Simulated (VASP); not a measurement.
# Cs (P6_3/mmc) in VASP: a series of runs

Cs is run at these levels: PBE; tasks: single point, relaxation of cell and atoms.

Program: VASP 6.6.1. These are calculated values, not measurements. Logs are shortened: lines on timing, memory, paths and dates and some standing lists are left out, and cuts for length are marked.

## Step 1: The cell of the first run

It takes space group P6_3/mmc (No. 194, hexagonal). Conventional cell: a = 5.431 Å, b = 5.431 Å, c = 18.623 Å, α = 90.00°, β = 90.00°, γ = 120.00°.

## Step 2: Single point, PBE

Contents of INCAR:

```
  ALGO = Normal
  EDIFF = 1E-6
  ENCUT = 500
  GGA = PE
  GGA_COMPAT = F
  ISIF = 2
  ISMEAR = 0
  LASPH = T
  LCHARG = F
  LREAL = F
  LWAVE = F
  NBANDS = 26
  NELM = 120
  PREC = Accurate
  SIGMA = 0.1
```

Contents of KPOINTS:

```
k-points
0
Gamma
  3 3 1
```

Contents of POSCAR:

```
Cs
1.0
    5.4314020752      0.0000000000      0.0000000000
   -2.7157010376      4.7037321753      0.0000000000
    0.0000000000      0.0000000000     18.6232982582
Cs
4
Direct
    0.3333333333      0.6666666667      0.1183871453
    0.6666666667      0.3333333333      0.6183871453
    0.3333333333      0.6666666667      0.3816128547
    0.6666666667      0.3333333333      0.8816128547
```

Potentials or basis: VASP PAW PBE potentials, release 64 (Cs_sv).

On the command line:

```sh
> cat potpaw_PBE.64/Cs_sv/POTCAR > POTCAR
> mpirun -np 1 vasp_std > vasp.out
```

OUTCAR:

```text
EDIFF = 1E-6
   ENCUT = 500
   GGA = PE
   ISIF = 2
   ISMEAR = 0
   LASPH = T
   LREAL = F
   NELM = 120
   PREC = Accurate

 ion  position               nearest neighbor table
   1  0.333  0.667  0.118-
   2  0.667  0.333  0.618-
   3  0.333  0.667  0.382-
   4  0.667  0.333  0.882-

  LATTYP: Found a hexagonal cell.
 ALAT       =     5.4314020752
 C/A-ratio  =     3.4288196676

  Lattice vectors:

 A1 = (   5.4314020752,   0.0000000000,   0.0000000000)
 A2 = (  -2.7157010376,   4.7037321753,   0.0000000000)
 A3 = (   0.0000000000,   0.0000000000,  18.6232982582)

Analysis of symmetry for initial positions (statically):
=====================================================================
 Subroutine PRICEL returns:
 Original cell was already a primitive cell.

 Routine SETGRP: Setting up the symmetry group for a
 hexagonal supercell.

 Subroutine GETGRP returns: Found 24 space group operations
 (whereof 12 operations were pure point group operations)
 out of a pool of 24 trial point group operations.

The static configuration has the point symmetry D_3d.
 The point group associated with its full space group is D_6h.

Analysis of symmetry for dynamics (positions and initial velocities):
=====================================================================
 Subroutine PRICEL returns:
 Original cell was already a primitive cell.

 Routine SETGRP: Setting up the symmetry group for a
 hexagonal supercell.

 Subroutine GETGRP returns: Found 24 space group operations
 (whereof 12 operations were pure point group operations)
 out of a pool of 24 trial point group operations.

The dynamic configuration has the point symmetry D_3d.
 The point group associated with its full space group is D_6h.

 Subroutine INISYM returns: Found 24 space group operations
 (whereof 12 operations are pure point group operations),
 and found     1 'primitive' translations

----------------------------------------------------------------------------------------

                                     Primitive cell

  volume of cell :     475.7854

  direct lattice vectors                    reciprocal lattice vectors
     5.431402075  0.000000000  0.000000000     0.184114523  0.106298569  0.000000000
    -2.715701038  4.703732175  0.000000000     0.000000000  0.212597138  0.000000000
     0.000000000  0.000000000 18.623298258     0.000000000  0.000000000  0.053696181

  length of vectors
     5.431402075  5.431402075 18.623298258     0.212597138  0.212597138  0.053696181

  position of ions in fractional coordinates (direct lattice)
     0.333333333  0.666666667  0.118387145
     0.666666667  0.333333333  0.618387145
     0.333333333  0.666666667  0.381612855
     0.666666667  0.333333333  0.881612855

  ion indices of the primitive-cell ions
   primitive index   ion index
                 1           1
                 2           2
                 3           3
                 4           4

----------------------------------------------------------------------------------------

 KPOINTS: k-points

Automatic generation of k-mesh.
 Grid dimensions read from file:
 generate k-points for:    3    3    1

 Generating k-lattice:

  Cartesian coordinates                     Fractional coordinates (reciprocal lattice)
     0.061371508  0.035432856  0.000000000     0.333333333  0.000000000  0.000000000
     0.000000000  0.070865713  0.000000000     0.000000000  0.333333333  0.000000000
     0.000000000  0.000000000  0.053696181     0.000000000  0.000000000  1.000000000

  Length of vectors
     0.070865713  0.070865713  0.053696181

  Shift w.r.t. Gamma in fractional coordinates (k-lattice)
     0.000000000  0.000000000  0.000000000

 Subroutine IBZKPT returns following result:
 ===========================================

 Found      3 irreducible k-points:

 Following reciprocal coordinates:
            Coordinates               Weight
  0.000000  0.000000  0.000000      1.000000
  0.333333 -0.000000  0.000000      6.000000
  0.333333  0.333333  0.000000      2.000000
   k-points           NKPTS =      3   k-points in BZ     NKDIM =      3   number of bands    NBANDS=     26
   number of dos      NEDOS =    301   number of ions     NIONS =      4
   total plane-waves  NPLWV = 224000
   dimension x,y,z NGX =    40 NGY =   40 NGZ =  140
   dimension x,y,z NGXF=    80 NGYF=   80 NGZF=  280
   ions per type =               4
   NGX,Y,Z   is equivalent  to a cutoff of  12.24, 12.24, 12.50 a.u.
   NGXF,Y,Z  is equivalent  to a cutoff of  24.49, 24.49, 24.99 a.u.
 SYSTEM =  unknown system
   PREC   = accura    normal or accurate (medium, high low for compatibility)
   ISTART =      0    job   : 0-new  1-cont  2-samecut
   ICHARG =      2    charge: 1-file 2-atom 10-const
   ISPIN  =      1    spin polarized calculation?
   LNONCOLLINEAR =      F non collinear calculations
   LSORBIT =      F    spin-orbit coupling
   LASPH  =      T    aspherical Exc in radial PAW
   ENCUT  =  500.0 eV  36.75 Ry    6.06 a.u.   9.90  9.90 33.95*2*pi/ulx,y,z
   NELM   =    120;   NELMIN=  2; NELMDL= -5     # of ELM steps
   EDIFF  = 0.1E-05   stopping-criterion for ELM
   LREAL  =      F    real-space projection
   EDIFFG = 0.1E-04   stopping-criterion for IOM
   NSW    =      0    number of steps for IOM
   IBRION =     -1    ionic relax: 0-MD 1-quasi-New 2-CG
   NFREE  =      0    steps in history (QN), initial steepest desc. (CG)
   ISIF   =      2    stress and relaxation
   ISYM   =      2    0-nonsym 1-usesym 2-fastsym
   POTIM  = 0.5000    time-step for ionic-motion
   TEBEG  =    0.0;   TEEND  =   0.0 temperature during run
   PSTRESS=    0.0 pullay stress
   NELECT =      36.0000    total number of electrons
   NUPDOWN=      -1.0000    fix difference up-down
   EMIN   =  10.00;   EMAX   =-10.00  energy-range for DOS
   EFERMI =   0.00;   METHOD = LEGACY
   ISMEAR =     0;   SIGMA  =   0.10  broadening in eV -4-tet -1-fermi 0-gaus
   EFERMI_NEDOS =   21; number of points for ismear=-14 and -15
   IALGO  =     38    algorithm
   IMIX   =      4    mixing-type and parameters
     AMIX     =   0.40;   BMIX     =  1.00
     AMIX_MAG =   1.60;   BMIX_MAG =  1.00
  volume/ion in A,a.u.               =     118.95       802.69
  Fermi-wavevector in a.u.,A,eV,Ry     =   0.692424  1.308491  6.523322  0.479451
  Thomas-Fermi vector in A             =   1.774352
   LORBIT       =      0    0 simple, 1 ext, 2 COOP (PROOUT), +10 PAW based schemes
   GGA     = PE    functional components
   LHFCALC =     F    Hartree Fock is set to
   AEXX    =    0.0000 exact exchange contribution
   IVDW    =     0    specifies the selected vdW correction
   LEPSILON=     F    determine dielectric tensor
   LRPA    =     F    only Hartree local field effects (RPA)
 non-spin polarized calculation
 Gauss-broadening in eV      SIGMA  =   0.10
  energy-cutoff  :      500.00
  volume of cell :      475.79
 maximum number of plane-waves:     12114
 NGX is ok and might be reduce to    40
   NGX = 19   NGY = 19   NGZ = 67

 number of electron      36.0000002 magnetization

 Free energy of the ion-electron system (eV)
  ---------------------------------------------------
  ext. energy  EPLUGINS =         0.00000000
  ---------------------------------------------------
  free energy    TOTEN  =        -3.38866865 eV

  energy without entropy =       -3.33044849  energy(sigma->0) =       -3.35955857

 E-fermi :   0.1668     XC(G=0):  -5.3180

 val. band max:        0.1383127313   @ k =   0.3333  -0.0000   0.0000
 cond. band min:       0.3168599550   @ k =   0.0000   0.0000   0.0000
 fundamental gap:      0.1785472238
 Fermi energy:         0.1668191343

 k-point     1 :       0.0000    0.0000    0.0000
  band No.  band energies     occupation
      1     -23.5401      2.00000
      2     -23.5367      2.00000
      3     -23.5357      2.00000
      4     -23.5323      2.00000
      5     -10.4414      2.00000
      6     -10.3705      2.00000
      7     -10.3434      2.00000
      8     -10.2965      2.00000
      9     -10.2965      2.00000
     10     -10.2873      2.00000
     11     -10.2873      2.00000
     12     -10.2865      2.00000
     13     -10.2865      2.00000
     14     -10.2772      2.00000
     15     -10.2772      2.00000
     16     -10.2694      2.00000
     17      -1.2658      2.00000
     18      -0.7607      2.00000
     19      -0.6550      2.00000
     20       0.3169      0.03385
     21       0.9900      0.00000
     22       1.5993      0.00000
     23       2.2659      0.00000
     24       2.2889      0.00000
     25       2.7101      0.00000
     26       2.7115      0.00000

 k-point     2 :       0.3333   -0.0000    0.0000
  band No.  band energies     occupation
      1     -23.5361      2.00000
      2     -23.5342      2.00000
      3     -23.5318      2.00000
      4     -23.5298      2.00000
      5     -10.4189      2.00000
      6     -10.3934      2.00000
      7     -10.3704      2.00000
      8     -10.3645      2.00000
      9     -10.3628      2.00000
     10     -10.3562      2.00000
     11     -10.3187      2.00000
     12     -10.3102      2.00000
     13     -10.3090      2.00000
     14     -10.3034      2.00000
     15     -10.2936      2.00000
     16     -10.2724      2.00000
     17      -0.3403      2.00000
     18       0.0963      1.68120
     19       0.1383      1.31316
     20       0.9580      0.00000
     21       1.2234      0.00000
     22       1.4765      0.00000
     23       1.5328      0.00000
     24       1.6531      0.00000
     25       2.0754      0.00000
     26       2.2032      0.00000

 k-point     3 :       0.3333    0.3333    0.0000
  band No.  band energies     occupation
      1     -23.5336      2.00000
      2     -23.5336      2.00000
      3     -23.5292      2.00000
      4     -23.5292      2.00000
      5     -10.3998      2.00000
      6     -10.3998      2.00000
      7     -10.3780      2.00000
      8     -10.3665      2.00000
      9     -10.3622      2.00000
     10     -10.3622      2.00000
     11     -10.3564      2.00000
     12     -10.3545      2.00000
     13     -10.3545      2.00000
     14     -10.3447      2.00000
     15     -10.2853      2.00000
     16     -10.2853      2.00000
     17       1.0299      0.00000
     18       1.0299      0.00000
     19       1.0449      0.00000
     20       1.1408      0.00000
     21       1.2239      0.00000
     22       1.2897      0.00000
     23       1.2897      0.00000
     24       1.3353      0.00000
     25       1.3704      0.00000
     26       1.3704      0.00000

------------------------ aborting loop because EDIFF is reached ----------------------------------------

  FORCE on cell =-STRESS in cart. coord.  units (eV):
  Direction    XX          YY          ZZ          XY          YZ          ZX
  --------------------------------------------------------------------------------------
  -------------------------------------------------------------------------------------
  Total       -0.0005343     -0.0005343      0.0270667      0.0000000      0.0000000     -0.0000000
  in kB       -0.0017991     -0.0017991      0.0911455      0.0000000      0.0000000     -0.0000000
  external PRESSURE =       0.0291824 kB  Pullay stress =       0.0000000 kB

 VOLUME and BASIS-vectors are now :
 -----------------------------------------------------------------------------
  energy-cutoff  :      500.00
  volume of cell :      475.79
      direct lattice vectors                 reciprocal lattice vectors
     5.431402075  0.000000000  0.000000000     0.184114523  0.106298569  0.000000000
    -2.715701038  4.703732175  0.000000000     0.000000000  0.212597138  0.000000000
     0.000000000  0.000000000 18.623298258     0.000000000  0.000000000  0.053696181

 POSITION                                       TOTAL-FORCE (eV/Angst)
 -----------------------------------------------------------------------------------
     -0.00000      3.13582      2.20476         0.000000      0.000000     -0.024473
      2.71570      1.56791     11.51641        -0.000000     -0.000000     -0.024473
     -0.00000      3.13582      7.10689         0.000000      0.000000      0.024473
      2.71570      1.56791     16.41854        -0.000000     -0.000000      0.024473
 -----------------------------------------------------------------------------------
    total drift:                                0.000000     -0.000000      0.000000

  FREE ENERGIE OF THE ION-ELECTRON SYSTEM (eV)
  ---------------------------------------------------
  free  energy   TOTEN  =        -3.3886686538 eV

  energy  without entropy=       -3.3304484910  energy(sigma->0) =       -3.35955857
```

Run time: 29 s. Hardware: 1 thread of AMD EPYC 9R14 (Zen 4), shared host; peak memory 0.43 GiB.

Results:

| Quantity | Value |
| --- | --- |
| Free energy | -3.3887 eV |
| Pressure | 0.0 GPa |
| Largest force | 0.024 eV/Å |
| Band gap on the k mesh | zero (band 18 reaches 1.03 eV, above the bottom of band 19 at -0.66 eV) |

Forces on the atoms (eV/Å):
```
Cs   0.000  0.000 -0.024
Cs   0.000  0.000 -0.024
Cs   0.000  0.000  0.024
Cs   0.000  0.000  0.024
```

Caveat: the k points lie up to 0.45 Å⁻¹ apart; spin-orbit coupling is left out, which moves the levels of the heavy elements.

(Continued in part 2 of 2.)
